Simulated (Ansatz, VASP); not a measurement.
P in VASP and in Ansatz

INCAR

```
PREC     = Accurate       # precision mode
ENCUT    = 500            # plane-wave cutoff, eV
EDIFF    = 1E-6           # SCF threshold, eV
ISMEAR   = -1             # smearing method
SIGMA    = 0.05           # smearing width, eV
LREAL    = F              # projectors in reciprocal space
LASPH    = T              # aspherical terms in the spheres
NELM     = 120            # most SCF steps
ALGO     = Normal         # electronic algorithm
ISIF     = 2              # what is computed and relaxed
LWAVE    = F              # write WAVECAR
LCHARG   = F              # write CHGCAR
GGA      = PS             # functional
NBANDS   = 8              # bands
GGA_COMPAT= F
```

KPOINTS

```
regular mesh
0
Gamma
  17 17 17
```

Contents of POSCAR:

```
P
1.0
   -1.4653316406      1.4653316406      1.4653316406
    1.4653316406     -1.4653316406      1.4653316406
    1.4653316406      1.4653316406     -1.4653316406
P
1
Direct
    0.0000000000      0.0000000000      0.0000000000
```

Input for Ansatz:

```yaml
crystal:
  lattice:
    - [-1.4653316406, 1.4653316406, 1.4653316406]
    - [1.4653316406, -1.4653316406, 1.4653316406]
    - [1.4653316406, 1.4653316406, -1.4653316406]
  atoms:
    - { symbol: P, position: [0.0, 0.0, 0.0] }
kpoints:
  mp_grid: { grid: [17, 17, 17] }
scf:
  occupations: { method: fermi_dirac, width: 0.05 }
hamiltonian:
  xc: pbesol
  pseudopotentials: { kind: paw }
output:
  forces: true
  stress: true
  eigenvalues: true
  populations: true
```

Change from the starting cell: volume scaled by 0.92, PAW files.

Alike in both runs: task single point; functional PBEsol; k mesh 17 × 17 × 17; occupations fermi-dirac, width 0.05 eV; no spin polarisation.

|  | VASP | Ansatz |
| --- | --- | --- |
| version | VASP 6.6.1 | Ansatz 0.2.0 |
| potentials or method | VASP PAW PBE potentials, release 64 (P) | PAW with Ansatz's default frozen-core files, scalar-relativistic |
| plane-wave cutoff (eV) | 500 | 420 |
| valence electrons in the cell | 5 | 5 |

VASP gave:

| Property | Result |
| --- | --- |
| pressure (GPa) | 10.7 |

What did Ansatz give for the same quantities?

Pressure (GPa): 10.6.

VASP's potentials were made for PBE, not for PBEsol.
